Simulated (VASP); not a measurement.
# Li2ClF (R-3m) in VASP: settings compared

Li2ClF is run at these levels: PBE, r2SCAN; tasks: single point.

Program: VASP 6.6.1. These are calculated values, not measurements. Logs are shortened: lines on timing, memory, paths and dates and some standing lists are left out, and cuts for length are marked.

**1. The cell of the first run**

It takes space group R-3m (No. 166, trigonal). The conventional cell has a = 3.351 Å, b = 3.351 Å, c = 16.197 Å, α = 90.00°, β = 90.00°, γ = 120.00°. Within 3.0 Å of F (site symmetry -3m) lie 6 Li at 2.25 Å. Cl (site symmetry -3m) has 6 Li at 2.48 Å and 6 F at 3.32 Å and 6 Cl at 3.35 Å within 3.4 Å. Within 3.0 Å of Li (site symmetry 3m) lie 3 F at 2.25 Å and 3 Cl at 2.48 Å and 3 Li at 3.00 Å.

**2. Single point, PBE (13.12 Å³/atom)**

File INCAR:

```
SYSTEM = Li2ClF
PREC = Accurate
ENCUT = 520
EDIFF = 1E-7
ISMEAR = 0
SIGMA = 0.01
LREAL = .False.
LASPH = .True.
NELM = 100
ALGO = Normal
ISIF = 2
LWAVE = .False.
LCHARG = .False.
GGA = PE
NBANDS = 18
```

File KPOINTS:

```
Automatic mesh
0
Gamma
  8 8 8
  0 0 0
```

File POSCAR:

```
Li2ClF
1.0
    1.6752631764      0.9672136459      5.3988685661
   -1.6752631764      0.9672136459      5.3988685661
    0.0000000000     -1.9344272918      5.3988685661
F Cl Li
1 1 2
Direct
    1.0000000000      0.0000000000      0.0000000000
    0.5000000000      0.5000000000      0.5000000000
    0.2627109633      0.2627109633      0.2627109633
    0.7372890367      0.7372890367      0.7372890367
```

Potentials or basis: VASP PAW PBE potentials, release 64 (F, Cl, Li_sv).

The run is started by

```sh
$ cat potpaw_PBE.64/F/POTCAR potpaw_PBE.64/Cl/POTCAR potpaw_PBE.64/Li_sv/POTCAR > POTCAR
$ mpirun -np 1 vasp_std > vasp.out
```

OUTCAR:

```text
SYSTEM = Li2ClF
   PREC = Accurate
   ENCUT = 520
   EDIFF = 1E-7
   ISMEAR = 0
   LREAL = .False.
   LASPH = .True.
   NELM = 100
   ISIF = 2
   GGA = PE

 ion  position               nearest neighbor table
   1  0.000  0.000  0.000-   4 2.25   4 2.25   3 2.25   3 2.25   4 2.25   3 2.25
   2  0.500  0.500  0.500-   3 2.48   3 2.48   4 2.48   4 2.48   3 2.48   4 2.48
   3  0.263  0.263  0.263-   1 2.25   1 2.25   1 2.25   2 2.48   2 2.48   2 2.48
   4  0.737  0.737  0.737-   1 2.25   1 2.25   1 2.25   2 2.48   2 2.48   2 2.48

  LATTYP: Found a trigonal (rhomboedric) cell.
 ALAT       =     5.7349621395
 COS(alpha) =     0.8293387311

  Lattice vectors:

 A1 = (   1.6752631764,   0.9672136459,   5.3988685661)
 A2 = (  -1.6752631764,   0.9672136459,   5.3988685661)
 A3 = (   0.0000000000,  -1.9344272918,   5.3988685661)

Analysis of symmetry for initial positions (statically):
=====================================================================
 Subroutine PRICEL returns:
 Original cell was already a primitive cell.

 Routine SETGRP: Setting up the symmetry group for a
 trigonal (rhombohedral) supercell.

 Subroutine GETGRP returns: Found 12 space group operations
 (whereof 12 operations were pure point group operations)
 out of a pool of 12 trial point group operations.

The static configuration has the point symmetry D_3d.

Analysis of symmetry for dynamics (positions and initial velocities):
=====================================================================
 Subroutine PRICEL returns:
 Original cell was already a primitive cell.

 Routine SETGRP: Setting up the symmetry group for a
 trigonal (rhombohedral) supercell.

 Subroutine GETGRP returns: Found 12 space group operations
 (whereof 12 operations were pure point group operations)
 out of a pool of 12 trial point group operations.

The dynamic configuration has the point symmetry D_3d.

 Subroutine INISYM returns: Found 12 space group operations
 (whereof 12 operations are pure point group operations),
 and found     1 'primitive' translations

----------------------------------------------------------------------------------------

                                     Primitive cell

  volume of cell :      52.4879

  direct lattice vectors                    reciprocal lattice vectors
     1.675263176  0.967213646  5.398868566     0.298460568  0.172316290  0.061741331
    -1.675263176  0.967213646  5.398868566    -0.298460568  0.172316290  0.061741331
     0.000000000 -1.934427292  5.398868566     0.000000000 -0.344632579  0.061741331

  length of vectors
     5.734962139  5.734962139  5.734962139     0.350119418  0.350119418  0.350119418

  position of ions in fractional coordinates (direct lattice)
     0.000000000  0.000000000  0.000000000
     0.500000000  0.500000000  0.500000000
     0.262710963  0.262710963  0.262710963
     0.737289037  0.737289037  0.737289037

  ion indices of the primitive-cell ions
   primitive index   ion index
                 1           1
                 2           2
                 3           3
                 4           4

----------------------------------------------------------------------------------------

 KPOINTS: Automatic mesh

Automatic generation of k-mesh.
 Grid dimensions read from file:
 generate k-points for:    8    8    8

 Generating k-lattice:

  Cartesian coordinates                     Fractional coordinates (reciprocal lattice)
     0.037307571  0.021539536  0.007717666     0.125000000  0.000000000  0.000000000
    -0.037307571  0.021539536  0.007717666     0.000000000  0.125000000  0.000000000
     0.000000000 -0.043079072  0.007717666     0.000000000  0.000000000  0.125000000

  Length of vectors
     0.043764927  0.043764927  0.043764927

  Shift w.r.t. Gamma in fractional coordinates (k-lattice)
     0.000000000  0.000000000  0.000000000

 Subroutine IBZKPT returns following result:
 ===========================================

 Found     65 irreducible k-points:

 Following reciprocal coordinates:
            Coordinates               Weight
  0.000000  0.000000  0.000000      1.000000
  0.125000  0.000000  0.000000      6.000000
  0.250000  0.000000  0.000000      6.000000
  0.375000  0.000000  0.000000      6.000000
  0.500000  0.000000  0.000000      3.000000
  0.125000  0.125000  0.000000      6.000000
[... 16 lines left out ...]
  0.250000  0.125000  0.125000      6.000000
  0.375000  0.125000  0.125000      6.000000
 [... further k-points ...]
   k-points           NKPTS =     65   k-points in BZ     NKDIM =     65   number of bands    NBANDS=     18
   number of dos      NEDOS =    301   number of ions     NIONS =      4
   total plane-waves  NPLWV = 110592
   dimension x,y,z NGX =    48 NGY =   48 NGZ =   48
   dimension x,y,z NGXF=    96 NGYF=   96 NGZF=   96
   ions per type =               1   1   2
   NGX,Y,Z   is equivalent  to a cutoff of  13.91, 13.91, 13.91 a.u.
[... 33 lines left out ...]
  Fermi-wavevector in a.u.,A,eV,Ry     =   1.186857  2.242834 19.165564  1.408629
  Thomas-Fermi vector in A             =   2.323021
   LORBIT       =      0    0 simple, 1 ext, 2 COOP (PROOUT), +10 PAW based schemes
   GGA     = PE    functional components
   LHFCALC =     F    Hartree Fock is set to
   AEXX    =    0.0000 exact exchange contribution
   IVDW    =     0    specifies the selected vdW correction
   LEPSILON=     F    determine dielectric tensor
   LRPA    =     F    only Hartree local field effects (RPA)
 non-spin polarized calculation
 Gauss-broadening in eV      SIGMA  =   0.01
  energy-cutoff  :      520.00
  volume of cell :       52.49
 maximum number of plane-waves:      1437
 NGX is ok and might be reduce to    48
   NGX = 21   NGY = 21   NGZ = 21

 number of electron      20.0000000 magnetization

 Free energy of the ion-electron system (eV)
  ---------------------------------------------------
  ext. energy  EPLUGINS =         0.00000000
  ---------------------------------------------------
  free energy    TOTEN  =       -16.53845751 eV

  energy without entropy =      -16.53845751  energy(sigma->0) =      -16.53845751

 E-fermi :   1.0287     XC(G=0):  -8.9434

 val. band max:        0.9375037177   @ k =   0.0000   0.0000   0.0000
 cond. band min:       5.7007141863   @ k =   0.0000   0.0000   0.0000
 fundamental gap:      4.7632104686
 Fermi energy:         1.0286690123

 k-point     1 :       0.0000    0.0000    0.0000
  band No.  band energies     occupation
      1     -43.0537      2.00000
      2     -43.0399      2.00000
      3     -20.3651      2.00000
      4     -12.9432      2.00000
      5      -2.8256      2.00000
      6      -1.5856      2.00000
[... 10 lines left out ...]
     17      14.7475      0.00000
     18      14.9655      0.00000

 k-point     2 :       0.1250    0.0000    0.0000
  band No.  band energies     occupation
      1     -43.0524      2.00000
      2     -43.0397      2.00000
      3     -20.3504      2.00000
      4     -12.8483      2.00000
      5      -2.7350      2.00000
      6      -1.7817      2.00000
[... 10 lines left out ...]
     17      14.3568      0.00000
     18      15.0010      0.00000

 k-point     3 :       0.2500    0.0000    0.0000
  band No.  band energies     occupation
      1     -43.0492      2.00000
      2     -43.0393      2.00000
      3     -20.3156      2.00000
      4     -12.6044      2.00000
      5      -2.4844      2.00000
      6      -2.2030      2.00000
[... 10 lines left out ...]
     17      14.4401      0.00000
     18      15.0625      0.00000

 k-point     4 :       0.3750    0.0000    0.0000
  band No.  band energies     occupation
      1     -43.0455      2.00000
      2     -43.0395      2.00000
      3     -20.2805      2.00000
      4     -12.3357      2.00000
      5      -2.5935      2.00000
      6      -2.1219      2.00000
[... 375 lines left out ...]
      4     -12.9463      2.00000
      5      -2.7521      2.00000
      6      -1.5854      2.00000
[... 10 lines left out ...]
     17      14.7615      0.00000
     18      14.7615      0.00000

 k-point    23 :       0.2500    0.1250    0.1250
  band No.  band energies     occupation
      1     -43.0521      2.00000
      2     -43.0400      2.00000
      3     -20.3501      2.00000
      4     -12.8529      2.00000
      5      -2.6193      2.00000
      6      -1.7872      2.00000
[... 10 lines left out ...]
     17      14.2523      0.00000
     18      14.9675      0.00000

 k-point    24 :       0.3750    0.1250    0.1250
  band No.  band energies     occupation
      1     -43.0489      2.00000
      2     -43.0396      2.00000
      3     -20.3152      2.00000
      4     -12.6091      2.00000
      5      -2.3651      2.00000
      6      -2.1918      2.00000
[... 10 lines left out ...]
     17      14.5258      0.00000
     18      14.7403      0.00000

 [... further k-points ...]

------------------------ aborting loop because EDIFF is reached ----------------------------------------

  FORCE on cell =-STRESS in cart. coord.  units (eV):
  Direction    XX          YY          ZZ          XY          YZ          ZX
  --------------------------------------------------------------------------------------
  -------------------------------------------------------------------------------------
  Total       -0.4838216     -0.4838216     -0.4525743      0.0000000     -0.0000000     -0.0000000
  in kB      -14.7685002    -14.7685002    -13.8146860      0.0000000     -0.0000000     -0.0000000
  external PRESSURE =     -14.4505621 kB  Pullay stress =       0.0000000 kB

 VOLUME and BASIS-vectors are now :
 -----------------------------------------------------------------------------
  energy-cutoff  :      520.00
  volume of cell :       52.49
      direct lattice vectors                 reciprocal lattice vectors
     1.675263176  0.967213646  5.398868566     0.298460568  0.172316290  0.061741331
    -1.675263176  0.967213646  5.398868566    -0.298460568  0.172316290  0.061741331
     0.000000000 -1.934427292  5.398868566     0.000000000 -0.344632579  0.061741331

 POSITION                                       TOTAL-FORCE (eV/Angst)
 -----------------------------------------------------------------------------------
      0.00000      0.00000      0.00000         0.000000      0.000000      0.000000
      0.00000      0.00000      8.09830         0.000000      0.000000     -0.000000
      0.00000      0.00000      4.25503         0.000000     -0.000000     -0.026576
      0.00000      0.00000     11.94158         0.000000      0.000000      0.026576
 -----------------------------------------------------------------------------------
    total drift:                                0.000000      0.000000     -0.000000

  FREE ENERGIE OF THE ION-ELECTRON SYSTEM (eV)
  ---------------------------------------------------
  free  energy   TOTEN  =       -16.5384575130 eV

  energy  without entropy=      -16.5384575130  energy(sigma->0) =      -16.53845751
```

Wall time 7.1 min (1 thread of Intel Xeon 8259CL, shared host); peak memory 0.34 GiB.

Results:

```yaml
Free_energy: -16.5385 eV
Largest_force: 0.027 eV/Å
Band_gap_on_the_k_mesh: 4.76 eV
```

Forces in eV/Å, atoms in the order of the input:
```
F    0.000  0.000  0.000
Cl   0.000  0.000  0.000
Li   0.000  0.000 -0.027
Li   0.000  0.000  0.027
```

Caveat: the cutoff is under 1.25 times the usual one of these potentials, so pressure, stress and relaxed cells hold a basis-set (Pulay) error. A k mesh can miss the band edges.

**3. Single point, PBE (13.50 Å³/atom)**

This run uses another cell than the first one, of 13.50 Å³/atom.

File INCAR:

```
PREC     = Accurate       # precision mode
ENCUT    = 520            # plane-wave cutoff, eV
EDIFF    = 1E-6           # SCF threshold, eV
ISMEAR   = 0              # smearing method
SIGMA    = 0.01           # smearing width, eV
LREAL    = False          # projectors in reciprocal space
LASPH    = True           # aspherical terms in the spheres
NELM     = 60             # most SCF steps
ALGO     = Normal         # electronic algorithm
ISIF     = 2              # what is computed and relaxed
LWAVE    = False          # write WAVECAR
LCHARG   = False          # write CHGCAR
GGA      = PE             # functional
NBANDS   = 18             # bands
```

File KPOINTS:

```
Automatic mesh
0
Gamma
  8 8 8
```

File POSCAR:

```
Li2ClF
1.0
    1.6913724644      0.9765143476      5.4507839486
   -1.6913724644      0.9765143476      5.4507839486
    0.0000000000     -1.9530286953      5.4507839486
F Cl Li
1 1 2
Direct
    1.0000000000      0.0000000000      0.0000000000
    0.5000000000      0.5000000000      0.5000000000
    0.2627109633      0.2627109633      0.2627109633
    0.7372890367      0.7372890367      0.7372890367
```

Potentials or basis: VASP PAW PBE potentials, release 64 (F, Cl, Li_sv).

The run is started by

```sh
$ cat potpaw_PBE.64/F/POTCAR potpaw_PBE.64/Cl/POTCAR potpaw_PBE.64/Li_sv/POTCAR > POTCAR
$ mpirun -np 1 vasp_std > vasp.out
```

It took 5.8 min on 1 thread of Intel Xeon 8259CL, shared host; peak memory 0.33 GiB.

The run converged. Its results:

- Free energy: -16.5217 eV
- Largest force: 0.051 eV/Å
- Band gap on the k mesh: 4.70 eV

Forces on the atoms (eV/Å):
```
F    0.000  0.000  0.000
Cl   0.000  0.000  0.000
Li   0.000  0.000 -0.051
Li   0.000  0.000  0.051
```

Levels at points of the mesh, in eV from the valence-band top:
```
           k point  band 7  band 8  band 9  band 10  band 11  band 12  band 13  band 14
(0.00, 0.00, 0.00)   -2.43   -1.31    0.00     0.00     4.70     7.59    10.85    10.85
(0.50, 0.00, 0.00)   -2.70   -2.70   -1.83    -0.78     8.03     8.38     8.78     8.93
(0.50, 0.50, 0.00)   -2.74   -2.27   -1.27    -0.70     6.45     8.24     9.36     9.89
(0.50, 0.50, 0.50)   -2.43   -2.43   -0.01    -0.01     5.87     7.65    10.12    11.45
```

Caveat: the cutoff is under 1.25 times the usual one of these potentials, so pressure, stress and relaxed cells hold a basis-set (Pulay) error. A k mesh can miss the band edges.

**4. Single point, r2SCAN (11.58 Å³/atom)**

This run uses another cell than the first one, of 11.58 Å³/atom.

File POSCAR:

```
Li2ClF
1.0
    1.6102440084      0.9296748116      5.1563053292
   -1.6102440084      0.9296748116      5.1563053292
    0.0000000000     -1.8593496235      5.1563053292
F Cl Li
1 1 2
Direct
    1.0000000000      0.0000000000      0.0000000000
    0.5000000000      0.5000000000      0.5000000000
    0.2633593308      0.2633593308      0.2633593308
    0.7366406692      0.7366406692      0.7366406692
```

File INCAR.step1:

```
SYSTEM = Li2ClF
PREC = Accurate
ENCUT = 520
ISMEAR = 0
SIGMA = 0.01
LREAL = .False.
LASPH = .True.
NELM = 80
NBANDS = 18
GGA = PE
ALGO = Normal
EDIFF = 1E-4
LWAVE = .True.
LCHARG = .False.
```

File INCAR.step2:

```
SYSTEM = Li2ClF
PREC = Accurate
ENCUT = 520
EDIFF = 1E-6
ISMEAR = 0
SIGMA = 0.01
LREAL = .False.
LASPH = .True.
NELM = 80
ALGO = Normal
ISIF = 2
LWAVE = .False.
LCHARG = .True.
METAGGA = R2SCAN
LMIXTAU = .True.
LELF = .True.
LVHAR = .True.
NBANDS = 18
ISTART = 1
```

File KPOINTS:

```
Automatic mesh
0
Gamma
  8 8 8
  0 0 0
```

The run is started by

```sh
$ cat potpaw_PBE.64/F/POTCAR potpaw_PBE.64/Cl/POTCAR potpaw_PBE.64/Li_sv/POTCAR > POTCAR
$ cp INCAR.step1 INCAR
$ mpirun -np 1 vasp_std > vasp.out
$ cp INCAR.step2 INCAR
$ mpirun -np 1 vasp_std > vasp.out
```

Wall time 17 min (1 thread of Intel Xeon 8259CL, shared host); peak memory 0.3 GiB.

Results (log left out):

```
Free energy            : -23.8974 eV
Largest force          : 0.070 eV/Å
Band gap on the k mesh : 5.78 eV
```

Forces in eV/Å, atoms in the order of the input:
```
F    0.000  0.000  0.000
Cl   0.000  0.000  0.000
Li   0.000  0.000  0.070
Li   0.000  0.000 -0.070
```

Levels at points of the mesh, in eV from the valence-band top:
| k point | band 8 | band 9 | band 10 | band 11 | band 12 | band 13 |
| --- | --- | --- | --- | --- | --- | --- |
| (0.00, 0.00, 0.00) | -1.69 | 0.00 | 0.00 | 5.78 | 9.19 | 11.81 |
| (0.50, 0.00, 0.00) | -3.54 | -2.33 | -1.02 | 9.03 | 9.21 | 10.19 |
| (0.50, 0.50, 0.00) | -2.95 | -1.62 | -0.92 | 7.34 | 9.20 | 9.90 |
| (0.50, 0.50, 0.50) | -3.02 | -0.02 | -0.02 | 7.13 | 9.46 | 11.21 |

Caveat: the cutoff is under 1.25 times the usual one of these potentials, so pressure, stress and relaxed cells hold a basis-set (Pulay) error; the PAW data sets were made with another functional, which shifts forces and pressure a little. A k mesh can miss the band edges.

**5. Single point, r2SCAN (11.95 Å³/atom)**

This run uses another cell than the first one, of 11.95 Å³/atom.

File POSCAR:

```
Li2ClF
1.0
    1.6271951910      0.9394615815      5.2105862164
   -1.6271951910      0.9394615815      5.2105862164
    0.0000000000     -1.8789231632      5.2105862163
F Cl Li
1 1 2
Direct
    1.0000000000      0.0000000000      0.0000000000
    0.5000000000      0.5000000000      0.5000000000
    0.2633593308      0.2633593308      0.2633593308
    0.7366406692      0.7366406692      0.7366406692
```

File INCAR.step1:

```
SYSTEM = Li2ClF
  PREC = Accurate
  ENCUT = 520
  ISMEAR = 0
  SIGMA = 0.01
  LREAL = .False.
  LASPH = .True.
  NELM = 80
  NBANDS = 18
  GGA = PE
  ALGO = Normal
  EDIFF = 1E-4
  LWAVE = .True.
  LCHARG = .False.
```

File INCAR.step2:

```
SYSTEM = Li2ClF
  PREC = Accurate
  ENCUT = 520
  EDIFF = 1E-7
  ISMEAR = 0
  SIGMA = 0.01
  LREAL = .False.
  LASPH = .True.
  NELM = 80
  ALGO = Normal
  ISIF = 2
  LWAVE = .False.
  LCHARG = .False.
  METAGGA = R2SCAN
  LMIXTAU = .True.
  NBANDS = 18
  ISTART = 1
```

KPOINTS is that of step 4.

The run is started by

```sh
$ cat potpaw_PBE.64/F/POTCAR potpaw_PBE.64/Cl/POTCAR potpaw_PBE.64/Li_sv/POTCAR > POTCAR
$ cp INCAR.step1 INCAR
$ mpirun -np 1 vasp_std > vasp.out
$ cp INCAR.step2 INCAR
$ mpirun -np 1 vasp_std > vasp.out
```

It took 21 min on 1 thread of Intel Xeon 8259CL, shared host; peak memory 0.29 GiB.

The run converged. Its results:

```yaml
Free_energy: -23.9150 eV
Largest_force: 0.030 eV/Å
Band_gap_on_the_k_mesh: 5.71 eV
```

Forces on the atoms (eV/Å):
```
F    0.000  0.000  0.000
Cl   0.000  0.000  0.000
Li   0.000  0.000  0.030
Li   0.000  0.000 -0.030
```

Levels at points of the mesh, in eV from the valence-band top:
```csv
k point,band 8,band 9,band 10,band 11,band 12,band 13
"(0.00, 0.00, 0.00)",-1.62,0.00,0.00,5.71,9.03,11.80
"(0.50, 0.00, 0.00)",-3.40,-2.23,-0.97,9.03,9.18,10.08
"(0.50, 0.50, 0.00)",-2.83,-1.56,-0.87,7.31,9.20,9.92
"(0.50, 0.50, 0.50)",-2.90,-0.02,-0.02,7.02,9.30,11.12
```

Caveat: the cutoff is under 1.25 times the usual one of these potentials, so pressure, stress and relaxed cells hold a basis-set (Pulay) error; the PAW data sets were made with another functional, which shifts forces and pressure a little. A k mesh can miss the band edges.

**6. The runs side by side**

| level | cell | gap on the mesh (eV) | largest force (eV/Å) |
| --- | --- | --- | --- |
| PBE | a = 5.735 Å, angles 34.0°, 4 atoms | 4.76 | 0.03 |
| PBE | a = 5.790 Å, angles 34.0°, 4 atoms | 4.70 | 0.05 |
| r2SCAN | a = 5.481 Å, angles 34.2°, 4 atoms | 5.78 | 0.07 |
| r2SCAN | a = 5.539 Å, angles 34.2°, 4 atoms | 5.71 | 0.03 |

Alike in all rows: task single point; potentials or basis VASP PAW PBE potentials, release 64 (F, Cl, Li_sv); no spin polarisation; k mesh 8 × 8 × 8; cutoff (eV) 520; smearing gaussian 0.01 eV.

Caveats: the cutoff is under 1.25 times the usual one of these potentials, so pressure, stress and relaxed cells hold a basis-set (Pulay) error; the PAW data sets were made with another functional, which shifts forces and pressure a little (at least some runs).

Total energies depend on the potentials used, so only differences within one code and one set of settings carry meaning.
